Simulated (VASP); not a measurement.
## KBr: single point with r2SCAN

KBr:

```xyz
2
Lattice="0.0000 3.2925 3.2925 3.2925 0.0000 3.2925 3.2925 3.2925 0.0000" Properties=species:S:1:pos:R:3 pbc="T T T"
K     0.0000    0.0000   -0.0750
Br    3.2925    3.2925    3.2925
```

This cell differs from its parent crystal: all K atoms moved +0.075 Å, as atom 1 towards its neighbour atom 2 (Br) at 3.292 Å.

| Item | Value |
| --- | --- |
| Program | VASP 6.6.1 |
| Task | single point |
| Functional | r2SCAN |
| Potentials or basis | VASP PAW PBE potentials, release 64 (K_sv, Br) |
| Cutoff | 520 eV |
| k mesh | 6 × 6 × 6 |
| Occupations | gaussian, width 0.05 eV |
| Spin | no spin polarisation |

```json
{
  "Pressure": "0.2 GPa",
  "Largest force": "0.105 eV/Å",
  "Band gap on the k mesh": "5.10 eV"
}
```

Forces on the atoms (eV/Å):
```
K    0.000  0.000  0.105
Br   0.000  0.000 -0.105
```

Stress tensor (GPa, compression positive):
```
0.17 0.00 0.00
0.00 0.17 0.00
0.00 0.00 0.30
```

Levels at points of the mesh, in eV from the valence-band top:
```tsv
k point	band 6	band 7	band 8	band 9	band 10	band 11
(0.00, 0.00, 0.00)	0.00	0.00	0.00	5.10	8.24	8.24
(0.50, 0.00, 0.00)	-1.18	-0.33	-0.33	7.15	8.90	10.51
(0.50, 0.50, 0.00)	-0.83	-0.29	-0.29	6.35	8.06	10.05
(0.00, 0.50, 0.50)	-0.83	-0.29	-0.29	6.36	8.05	10.18
```

It took 2.9 min on 1 thread of Intel(R) Xeon(R) Platinum 8375C CPU @ 2.90GHz (Ice Lake), with other jobs on the host, peak memory 0.22 GiB.

Caveat: the cell differs from its parent crystal (all K atoms moved +0.075 Å, as atom 1 towards its neighbour atom 2 (Br) at 3.292 Å); the PAW data sets were made with another functional, which shifts forces and pressure a little.
